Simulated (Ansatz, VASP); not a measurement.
**Two plane-wave programs on Te**

```
CELL_PARAMETERS angstrom
4.05798 0.00000 0.00000
-2.02899 3.51431 0.00000
0.00000 0.00000 4.41344
ATOMIC_POSITIONS crystal
Te 0.33333 0.66667 0.25000
Te 0.66667 0.33333 0.75000
```

Alike in both runs: task single point; functional PBE; k mesh 15 × 15 × 12; occupations fermi-dirac, width 0.1 eV; no spin polarisation.

|  | VASP | Ansatz |
| --- | --- | --- |
| version | VASP 6.6.1 | Ansatz 0.2.0 |
| potentials or method | VASP PAW PBE potentials, release 64 (Te), cutoff 520 eV | plane waves (420 eV) with PAW, scalar-relativistic |
| valence electrons in the cell | 12 | 32 |

|  | VASP | Ansatz | Ansatz less VASP |
| --- | --- | --- | --- |
| pressure (GPa) | -0.1 | 0.0 | +0.06 |
| traceless stress, the component that is largest in VASP (GPa) | -0.37 | -0.37 | +0.005 |

VASP's potentials hold 12 valence electrons a cell and Ansatz's 32, so a difference there can come from the potentials and not from the codes.

Neither program's run includes spin-orbit coupling.
